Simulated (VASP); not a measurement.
Input of a VASP 6.6.1 run:

File POSCAR:

```
NaH
1.0
    0.0000000000      2.5173879029      2.3417644327
    2.5173879029      0.0000000000      2.3417644327
    2.5173879029      2.5173879029      0.0000000000
Na H
1 1
Direct
    0.0000000000      0.0000000000      0.0000000000
    0.5000000000      0.5000000000      0.5000000000
```

Contents of INCAR.step1:

```
SYSTEM = NaH
ALGO = Normal
EDIFF = 1E-5
ENCUT = 520
GGA = PE
ISIF = 2
ISMEAR = 0
LASPH = .True.
LCHARG = .False.
LREAL = .False.
LWAVE = .True.
NBANDS = 11
NELM = 80
PREC = Accurate
SIGMA = 0.01
```

The input INCAR.step2:

```
SYSTEM = NaH
ALGO = Normal
EDIFF = 1E-6
ENCUT = 520
GGA = PE
HFSCREEN = 0.2079
ISIF = 2
ISMEAR = 0
ISTART = 1
LASPH = .True.
LCHARG = .False.
LHFCALC = .True.
LREAL = .False.
LWAVE = .False.
NBANDS = 11
NELM = 80
PREC = Accurate
PRECFOCK = Normal
SIGMA = 0.01
```

Contents of KPOINTS:

```
k-points
0
Gamma
  6 6 6
  0 0 0
```

Potentials or basis: VASP PAW PBE potentials, release 64 (Na_pv, H).

Launch:

```bash
$ cat potpaw_PBE.64/Na_pv/POTCAR potpaw_PBE.64/H/POTCAR > POTCAR
$ cp INCAR.step1 INCAR
$ mpirun -np 1 vasp_std > vasp.out
$ cp INCAR.step2 INCAR
$ mpirun -np 1 vasp_std > vasp.out
```

Problem. Estimate the pressure.

Solution. -1.3 GPa.

Problem. What does it give for the band gap on the k mesh?

Solution. 4.64 eV (least direct gap 5.58 eV).

Stress tensor (GPa, compression positive):
```
-1.91  0.00  0.00
 0.00 -1.91  0.00
 0.00  0.00  0.06
```

Caveat: the cell differs from its parent crystal (epitaxial xy strain +5.0%); the structure was generated, so it needn't be the stable form of NaH; the PAW data sets were made with another functional, which shifts forces and pressure a little. A k mesh can miss the band edges.
